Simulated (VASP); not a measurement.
# CdTe (I-4m2) in VASP: notebook

The runs below take CdTe through single point, with r2SCAN.

Everything below comes from runs of VASP 6.6.1. Logs are shortened: lines on timing, memory, paths and dates and some standing lists are left out, and cuts for length are marked.

### Step 1. The cell of the first run

Symmetry: I-4m2, No. 119, tetragonal system. Conventional cell: a = 4.612 Å, b = 4.612 Å, c = 6.604 Å, α = 90.00°, β = 90.00°, γ = 90.00°. Cd (site symmetry -4m2) has 4 Te at 2.84 Å within 3.7 Å. Te (site symmetry -4m2) has 4 Cd at 2.84 Å within 3.7 Å.

### Step 2. Single point, r2SCAN (film at in-plane strain -0.005)

Contents of POSCAR:

```
CdTe
1.0
    3.2614844484      3.2614844484      0.0000000000
   -3.2614844484      3.2614844484      0.0000000000
    0.0000000000      3.2614844484      3.3019080850
Cd Te
1 1
Direct
    0.0000000000      0.0000000000      0.0000000000
    0.7500000000      0.2500000000      0.5000000000
```

Contents of INCAR.step1:

```
SYSTEM = CdTe
ALGO = Normal ; EDIFF = 1E-5
ENCUT = 550 ; GGA = PE
GGA_COMPAT = .FALSE. ; ISMEAR = 0
LASPH = .TRUE. ; LCHARG = .FALSE.
LREAL = .FALSE. ; LWAVE = .TRUE.
NBANDS = 16 ; NELM = 120
PREC = Accurate ; SIGMA = 0.01
```

Contents of INCAR.step2:

```
SYSTEM = CdTe
ALGO = Normal ; EDIFF = 1E-6
ENCUT = 550 ; GGA_COMPAT = .FALSE.
ISIF = 2 ; ISMEAR = 0
ISTART = 1 ; LASPH = .TRUE.
LCHARG = .FALSE. ; LMIXTAU = .TRUE.
LREAL = .FALSE. ; LWAVE = .FALSE.
METAGGA = R2SCAN ; NBANDS = 16
NELM = 120 ; PREC = Accurate
SIGMA = 0.01
```

Contents of KPOINTS:

```
k-points
0
G
  6 6 6
  0 0 0
```

Potentials or basis: VASP PAW PBE potentials, release 64 (Cd, Te).

Launch:

```bash
> cat potpaw_PBE.64/Cd/POTCAR potpaw_PBE.64/Te/POTCAR > POTCAR
> cp INCAR.step1 INCAR
> mpirun -np 1 vasp_std > vasp.out
> cp INCAR.step2 INCAR
> mpirun -np 1 vasp_std > vasp.out
```

OUTCAR:

```text
SYSTEM = CdTe
   EDIFF = 1E-6
   ENCUT = 550
   ISIF = 2
   ISMEAR = 0
   ISTART = 1
   LASPH = .TRUE.
   LREAL = .FALSE.
   METAGGA = R2SCAN
   NELM = 120
   PREC = Accurate

 ion  position               nearest neighbor table
   1  0.000  0.000  0.000-   2 2.84   2 2.84   2 2.84   2 2.84
   2  0.750  0.250  0.500-   1 2.84   1 2.84   1 2.84   1 2.84

  LATTYP: Found a body centered tetragonal cell.
 ALAT       =     4.6124355404
 C/A-ratio  =     1.4317416714

  Lattice vectors:

 A1 = (   3.2614844484,   0.0000000000,  -3.3019080850)
 A2 = (  -3.2614844484,   0.0000000000,  -3.3019080850)
 A3 = (   0.0000000000,   3.2614844484,   3.3019080850)

Analysis of symmetry for initial positions (statically):
=====================================================================
 Subroutine PRICEL returns:
 Original cell was already a primitive cell.

 Routine SETGRP: Setting up the symmetry group for a
 body centered tetragonal supercell.

 Subroutine GETGRP returns: Found  8 space group operations
 (whereof  8 operations were pure point group operations)
 out of a pool of 16 trial point group operations.

The static configuration has the point symmetry D_2d.

Analysis of symmetry for dynamics (positions and initial velocities):
=====================================================================
 Subroutine PRICEL returns:
 Original cell was already a primitive cell.

 Routine SETGRP: Setting up the symmetry group for a
 body centered tetragonal supercell.

 Subroutine GETGRP returns: Found  8 space group operations
 (whereof  8 operations were pure point group operations)
 out of a pool of 16 trial point group operations.

The dynamic configuration has the point symmetry D_2d.

 Subroutine INISYM returns: Found  8 space group operations
 (whereof  8 operations are pure point group operations),
 and found     1 'primitive' translations

----------------------------------------------------------------------------------------

                                     Primitive cell

  volume of cell :      70.2466

  direct lattice vectors                    reciprocal lattice vectors
     3.261484448  3.261484448  0.000000000     0.153304426  0.153304426 -0.151427595
    -3.261484448  3.261484448  0.000000000    -0.153304426  0.153304426 -0.151427595
     0.000000000  3.261484448  3.301908085     0.000000000  0.000000000  0.302855190

  length of vectors
     4.612435540  4.612435540  4.641107390     0.264451906  0.264451906  0.302855190

  position of ions in fractional coordinates (direct lattice)
     0.000000000  0.000000000  0.000000000
     0.750000000  0.250000000  0.500000000

  ion indices of the primitive-cell ions
   primitive index   ion index
                 1           1
                 2           2

----------------------------------------------------------------------------------------

 KPOINTS: k-points

Automatic generation of k-mesh.
 Grid dimensions read from file:
 generate k-points for:    6    6    6

 Generating k-lattice:

  Cartesian coordinates                     Fractional coordinates (reciprocal lattice)
     0.025550738  0.025550738 -0.025237932     0.166666667  0.000000000  0.000000000
    -0.025550738  0.025550738 -0.025237932     0.000000000  0.166666667  0.000000000
     0.000000000  0.000000000  0.050475865     0.000000000  0.000000000  0.166666667

  Length of vectors
     0.044075318  0.044075318  0.050475865

  Shift w.r.t. Gamma in fractional coordinates (k-lattice)
     0.000000000  0.000000000  0.000000000

 Subroutine IBZKPT returns following result:
 ===========================================

 Found     30 irreducible k-points:

 Following reciprocal coordinates:
            Coordinates               Weight
  0.000000  0.000000  0.000000      1.000000
  0.166667  0.000000  0.000000      8.000000
  0.333333  0.000000  0.000000      8.000000
  0.500000  0.000000  0.000000      4.000000
  0.166667  0.166667  0.000000      8.000000
  0.333333  0.166667 -0.000000     16.000000
[... 16 lines left out ...]
 -0.333333 -0.333333  0.166667      4.000000
 -0.166667 -0.333333  0.166667     16.000000
 [... further k-points ...]
   k-points           NKPTS =     30   k-points in BZ     NKDIM =     30   number of bands    NBANDS=     16
   number of dos      NEDOS =    301   number of ions     NIONS =      2
   total plane-waves  NPLWV =  46656
   dimension x,y,z NGX =    36 NGY =   36 NGZ =   36
   dimension x,y,z NGXF=    72 NGYF=   72 NGZF=   72
   ions per type =               1   1
   NGX,Y,Z   is equivalent  to a cutoff of  12.98, 12.98, 12.90 a.u.
   NGXF,Y,Z  is equivalent  to a cutoff of  25.95, 25.95, 25.79 a.u.
 SYSTEM =  CdTe
   PREC   = accura    normal or accurate (medium, high low for compatibility)
   ISTART =      1    job   : 0-new  1-cont  2-samecut
   ICHARG =      0    charge: 1-file 2-atom 10-const
   ISPIN  =      1    spin polarized calculation?
   LNONCOLLINEAR =      F non collinear calculations
   LSORBIT =      F    spin-orbit coupling
   LASPH  =      T    aspherical Exc in radial PAW
   ENCUT  =  550.0 eV  40.42 Ry    6.36 a.u.   8.82  8.82  8.87*2*pi/ulx,y,z
   NELM   =    120;   NELMIN=  2; NELMDL=  0     # of ELM steps
   EDIFF  = 0.1E-05   stopping-criterion for ELM
   LREAL  =      F    real-space projection
   EDIFFG = 0.1E-04   stopping-criterion for IOM
   NSW    =      0    number of steps for IOM
   IBRION =     -1    ionic relax: 0-MD 1-quasi-New 2-CG
   NFREE  =      0    steps in history (QN), initial steepest desc. (CG)
   ISIF   =      2    stress and relaxation
   ISYM   =      2    0-nonsym 1-usesym 2-fastsym
   POTIM  = 0.5000    time-step for ionic-motion
   TEBEG  =    0.0;   TEEND  =   0.0 temperature during run
   PSTRESS=    0.0 pullay stress
   NELECT =      18.0000    total number of electrons
   NUPDOWN=      -1.0000    fix difference up-down
   EMIN   =  10.00;   EMAX   =-10.00  energy-range for DOS
   EFERMI =   0.00;   METHOD = LEGACY
   ISMEAR =     0;   SIGMA  =   0.01  broadening in eV -4-tet -1-fermi 0-gaus
   EFERMI_NEDOS =   21; number of points for ismear=-14 and -15
   IALGO  =     38    algorithm
   IMIX   =      4    mixing-type and parameters
     AMIX     =   0.40;   BMIX     =  1.00
     AMIX_MAG =   1.60;   BMIX_MAG =  1.00
  volume/ion in A,a.u.               =      35.12       237.02
  Fermi-wavevector in a.u.,A,eV,Ry     =   1.039818  1.964970 14.710898  1.081220
  Thomas-Fermi vector in A             =   2.174365
   LORBIT       =      0    0 simple, 1 ext, 2 COOP (PROOUT), +10 PAW based schemes
   METAGGA = R2SCAN    functional components
   LHFCALC =     F    Hartree Fock is set to
   AEXX    =    0.0000 exact exchange contribution
   IVDW    =     0    specifies the selected vdW correction
   LEPSILON=     F    determine dielectric tensor
   LRPA    =     F    only Hartree local field effects (RPA)
 non-spin polarized calculation
 Gauss-broadening in eV      SIGMA  =   0.01
  energy-cutoff  :      550.00
  volume of cell :       70.25
 maximum number of plane-waves:      2085
   NGX = 17   NGY = 17   NGZ = 17

 number of electron      18.0000005 magnetization

 Free energy of the ion-electron system (eV)
  ---------------------------------------------------
  ext. energy  EPLUGINS =         0.00000000
  ---------------------------------------------------
  free energy    TOTEN  =       -46.64075375 eV

  energy without entropy =      -46.64075375  energy(sigma->0) =      -46.64075375

 E-fermi :   1.9264     XC(G=0):  -8.9566

 val. band max:        1.8318033491   @ k =   0.0000   0.0000   0.0000
 cond. band min:       2.9855615886   @ k =   0.0000   0.0000   0.0000
 fundamental gap:      1.1537582395
 Fermi energy:         1.9264109171

 k-point     1 :       0.0000    0.0000    0.0000
  band No.  band energies     occupation
      1      -9.5251      2.00000
      2      -6.6449      2.00000
      3      -6.6417      2.00000
      4      -6.6417      2.00000
      5      -6.3834      2.00000
      6      -6.3825      2.00000
[... 8 lines left out ...]
     15      11.5021      0.00000
     16      11.6782      0.00000

 k-point     2 :       0.1667    0.0000    0.0000
  band No.  band energies     occupation
      1      -9.4292      2.00000
      2      -6.6258      2.00000
      3      -6.6236      2.00000
      4      -6.5554      2.00000
      5      -6.3839      2.00000
      6      -6.3837      2.00000
[... 8 lines left out ...]
     15      10.7432      0.00000
     16      10.7685      0.00000

 k-point     3 :       0.3333    0.0000    0.0000
  band No.  band energies     occupation
      1      -9.2388      2.00000
      2      -6.5944      2.00000
      3      -6.5917      2.00000
      4      -6.3809      2.00000
      5      -6.3795      2.00000
      6      -6.2734      2.00000
[... 8 lines left out ...]
     15      11.1472      0.00000
     16      11.1628      0.00000

 k-point     4 :       0.5000    0.0000    0.0000
  band No.  band energies     occupation
      1      -9.1461      2.00000
      2      -6.5819      2.00000
      3      -6.5787      2.00000
      4      -6.3759      2.00000
      5      -6.3733      2.00000
      6      -6.0336      2.00000
[... 8 lines left out ...]
     15      12.5898      0.00000
     16      12.6677      0.00000
[... 324 lines left out ...]
 k-point    22 :      -0.1667    0.5000    0.1667
  band No.  band energies     occupation
      1      -9.1183      2.00000
      2      -6.5474      2.00000
      3      -6.5431      2.00000
      4      -6.4216      2.00000
      5      -6.3701      2.00000
      6      -6.0597      2.00000
[... 8 lines left out ...]
     15      12.6876      0.00000
     16      13.7568      0.00000

 k-point    23 :      -0.3333   -0.3333    0.1667
  band No.  band energies     occupation
      1      -9.0323      2.00000
      2      -6.5138      2.00000
      3      -6.5111      2.00000
      4      -6.4298      2.00000
      5      -6.3690      2.00000
      6      -5.8340      2.00000
[... 8 lines left out ...]
     15      13.2369      0.00000
     16      13.6515      0.00000

 k-point    24 :      -0.1667   -0.3333    0.1667
  band No.  band energies     occupation
      1      -9.0618      2.00000
      2      -6.5393      2.00000
      3      -6.5281      2.00000
      4      -6.4049      2.00000
      5      -6.3793      2.00000
      6      -5.8858      2.00000
[... 8 lines left out ...]
     15      12.7967      0.00000
     16      13.4436      0.00000

 [... further k-points ...]
[... 5 lines left out ...]
  --------------------------------------------------------------------------------------
  -------------------------------------------------------------------------------------
  Total        0.1371081      0.1371081      0.0439037      0.0000000      0.0000000     -0.0000000
  in kB        3.1271448      3.1271448      1.0013504      0.0000000      0.0000000     -0.0000000
  external PRESSURE =       2.4185466 kB  Pullay stress =       0.0000000 kB

 VOLUME and BASIS-vectors are now :
 -----------------------------------------------------------------------------
  energy-cutoff  :      550.00
  volume of cell :       70.25
      direct lattice vectors                 reciprocal lattice vectors
     3.261484448  3.261484448  0.000000000     0.153304426  0.153304426 -0.151427595
    -3.261484448  3.261484448  0.000000000    -0.153304426  0.153304426 -0.151427595
     0.000000000  3.261484448  3.301908085     0.000000000  0.000000000  0.302855190

 POSITION                                       TOTAL-FORCE (eV/Angst)
 -----------------------------------------------------------------------------------
      0.00000      0.00000      0.00000        -0.000000      0.000000      0.000000
      1.63074      4.89223      1.65095         0.000000     -0.000000      0.000000
 -----------------------------------------------------------------------------------
    total drift:                               -0.000000      0.000000      0.000000

  FREE ENERGIE OF THE ION-ELECTRON SYSTEM (eV)
  ---------------------------------------------------
  free  energy   TOTEN  =       -46.6407537505 eV

  energy  without entropy=      -46.6407537505  energy(sigma->0) =      -46.64075375
```

It took 2 min on 1 thread of AMD EPYC 9R45 (Zen 5), shared host; peak memory 0.2 GiB.

Results:

* Free energy: -46.6408 eV
* Pressure: 0.2 GPa
* Band gap on the k mesh: 1.15 eV

Stress tensor (GPa, compression positive):
```
0.31 0.00 0.00
0.00 0.31 0.00
0.00 0.00 0.10
```

Caveat: the cell differs from its parent crystal (film at in-plane strain -0.005); the PAW data sets were made with another functional, which shifts forces and pressure a little; spin-orbit coupling is left out, which moves the levels of the heavy elements.

### Step 3. Single point, r2SCAN (in-plane strain +0.005, then relaxed in part)

Contents of POSCAR:

```
CdTe
1.0
    3.2942631865      3.2942631865      0.0000000000
   -3.2942631865      3.2942631865      0.0000000000
    0.0000000000      3.2942631865      3.2598390293
Cd Te
1 1
Direct
    0.0000000000      0.0000000000      0.0000000000
    0.7500000000      0.2500000000      0.5000000000
```

Contents of INCAR.step1:

```
ALGO = Normal
EDIFF = 1E-5
ENCUT = 550
GGA = PE
GGA_COMPAT = False
ISMEAR = 0
LASPH = True
LCHARG = False
LREAL = False
LWAVE = True
NBANDS = 16
NELM = 120
PREC = Accurate
SIGMA = 0.01
```

Contents of INCAR.step2:

```
ALGO = Normal
EDIFF = 1E-6
ENCUT = 550
GGA_COMPAT = False
ISIF = 2
ISMEAR = 0
ISTART = 1
LASPH = True
LCHARG = False
LMIXTAU = True
LREAL = False
LWAVE = False
METAGGA = R2SCAN
NBANDS = 16
NELM = 120
PREC = Accurate
SIGMA = 0.01
```

Contents of KPOINTS:

```
k-points
0
Gamma
  6 6 6
```

Potentials or basis: VASP PAW PBE potentials, release 64 (Cd, Te).

Launch:

```bash
> cat potpaw_PBE.64/Cd/POTCAR potpaw_PBE.64/Te/POTCAR > POTCAR
> cp INCAR.step1 INCAR
> mpirun -np 1 vasp_std > vasp.out
> cp INCAR.step2 INCAR
> mpirun -np 1 vasp_std > vasp.out
```

OUTCAR:

```text
EDIFF = 1E-6
   ENCUT = 550
   ISIF = 2
   ISMEAR = 0
   ISTART = 1
   LASPH = True
   LREAL = False
   METAGGA = R2SCAN
   NELM = 120
   PREC = Accurate

 ion  position               nearest neighbor table
   1  0.000  0.000  0.000-   2 2.84   2 2.84   2 2.84   2 2.84
   2  0.750  0.250  0.500-   1 2.84   1 2.84   1 2.84   1 2.84

  LATTYP: Found a body centered tetragonal cell.
 ALAT       =     4.6587916764
 C/A-ratio  =     1.3994354140

  Lattice vectors:

 A1 = (   3.2942631865,   0.0000000000,  -3.2598390293)
 A2 = (  -3.2942631865,   0.0000000000,  -3.2598390293)
 A3 = (   0.0000000000,   3.2942631865,   3.2598390293)

Analysis of symmetry for initial positions (statically):
=====================================================================
 Subroutine PRICEL returns:
 Original cell was already a primitive cell.

 Routine SETGRP: Setting up the symmetry group for a
 body centered tetragonal supercell.

[... 155 lines left out ...]

 number of electron      18.0000006 magnetization

 Free energy of the ion-electron system (eV)
  ---------------------------------------------------
  ext. energy  EPLUGINS =         0.00000000
  ---------------------------------------------------
  free energy    TOTEN  =       -46.64123593 eV

  energy without entropy =      -46.64123593  energy(sigma->0) =      -46.64123593

 E-fermi :   1.8784     XC(G=0):  -8.9236

 val. band max:        1.7775135756   @ k =   0.0000   0.0000   0.0000
 cond. band min:       2.8994999879   @ k =   0.0000   0.0000   0.0000
 fundamental gap:      1.1219864123
 Fermi energy:         1.8784419918

 k-point     1 :       0.0000    0.0000    0.0000
  band No.  band energies     occupation
      1      -9.5479      2.00000
      2      -6.6848      2.00000
      3      -6.6848      2.00000
      4      -6.6822      2.00000
      5      -6.4299      2.00000
      6      -6.4291      2.00000
[... 433 lines left out ...]
      3      -6.5704      2.00000
      4      -6.4520      2.00000
      5      -6.4255      2.00000
      6      -5.9377      2.00000
[... 8 lines left out ...]
     15      12.7548      0.00000
     16      13.4425      0.00000

 [... further k-points ...]
[... 5 lines left out ...]
  --------------------------------------------------------------------------------------
  -------------------------------------------------------------------------------------
  Total       -0.0479626     -0.0479626      0.0290531      0.0000000      0.0000000      0.0000000
  in kB       -1.0861030     -1.0861030      0.6579004      0.0000000      0.0000000      0.0000000
  external PRESSURE =      -0.5047685 kB  Pullay stress =       0.0000000 kB

 VOLUME and BASIS-vectors are now :
 -----------------------------------------------------------------------------
  energy-cutoff  :      550.00
  volume of cell :       70.75
      direct lattice vectors                 reciprocal lattice vectors
     3.294263186  3.294263186  0.000000000     0.151779008  0.151779008 -0.153381807
    -3.294263186  3.294263186  0.000000000    -0.151779008  0.151779008 -0.153381807
     0.000000000  3.294263186  3.259839029     0.000000000  0.000000000  0.306763613

 POSITION                                       TOTAL-FORCE (eV/Angst)
 -----------------------------------------------------------------------------------
      0.00000      0.00000      0.00000         0.000000     -0.000000      0.000000
      1.64713      4.94139      1.62992        -0.000000      0.000000      0.000000
 -----------------------------------------------------------------------------------
    total drift:                                0.000000     -0.000000      0.000000

  FREE ENERGIE OF THE ION-ELECTRON SYSTEM (eV)
  ---------------------------------------------------
  free  energy   TOTEN  =       -46.6412359300 eV

  energy  without entropy=      -46.6412359300  energy(sigma->0) =      -46.64123593
```

OUTCAR.step1:

```text
EDIFF = 1E-5
   ENCUT = 550
   GGA = PE
   ISMEAR = 0
   LASPH = True
[... 677 lines left out ...]
 -----------------------------------------------------------------------------------
      0.00000      0.00000      0.00000         0.000000     -0.000000      0.000000
      1.64713      4.94139      1.62992        -0.000000      0.000000      0.000000
 -----------------------------------------------------------------------------------
    total drift:                                0.000000      0.000000     -0.000000

  FREE ENERGIE OF THE ION-ELECTRON SYSTEM (eV)
  ---------------------------------------------------
  free  energy   TOTEN  =        -4.8006026851 eV

  energy  without entropy=       -4.8006026851  energy(sigma->0) =       -4.80060269
```

OSZICAR.step1:

```text
N       E                     dE             d eps       ncg     rms          rms(c)
DAV:   1     0.103719215345E+03    0.10372E+03   -0.83096E+03   960   0.101E+03
DAV:   2    -0.121224062077E+01   -0.10493E+03   -0.99608E+02  1152   0.240E+02
DAV:   3    -0.499820858767E+01   -0.37860E+01   -0.37802E+01  1184   0.473E+01
DAV:   4    -0.503441000469E+01   -0.36201E-01   -0.36200E-01  1448   0.406E+00
DAV:   5    -0.503449590683E+01   -0.85902E-04   -0.85902E-04  1248   0.191E-01    0.517E+00
DAV:   6    -0.481460734998E+01    0.21989E+00   -0.37376E-01  1128   0.712E+00    0.429E+00
DAV:   7    -0.479918602808E+01    0.15421E-01   -0.10375E-01  1088   0.207E+00    0.167E+00
DAV:   8    -0.480016197327E+01   -0.97595E-03   -0.10328E-02  1136   0.114E+00    0.451E-01
DAV:   9    -0.480050435267E+01   -0.34238E-03   -0.96974E-04  1144   0.319E-01    0.101E-01
DAV:  10    -0.480056259522E+01   -0.58243E-04   -0.11102E-04  1240   0.102E-01    0.549E-02
DAV:  11    -0.480060359458E+01   -0.40999E-04   -0.82133E-05  1152   0.559E-02    0.377E-02
DAV:  12    -0.480060268507E+01    0.90952E-06   -0.29781E-06   944   0.136E-02
   1 F= -.48006027E+01 E0= -.48006027E+01  d E =-.118235E-36
```

It took 1.9 min on 1 thread of AMD EPYC 9R45 (Zen 5), shared host; peak memory 0.2 GiB.

Results:

| Property | Result |
| --- | --- |
| Free energy | -46.6412 eV |
| Pressure | -0.1 GPa |
| Band gap on the k mesh | 1.12 eV |

Caveat: the cell differs from its parent crystal (in-plane strain +0.005, then relaxed in part); the PAW data sets were made with another functional, which shifts forces and pressure a little; spin-orbit coupling is left out, which moves the levels of the heavy elements.
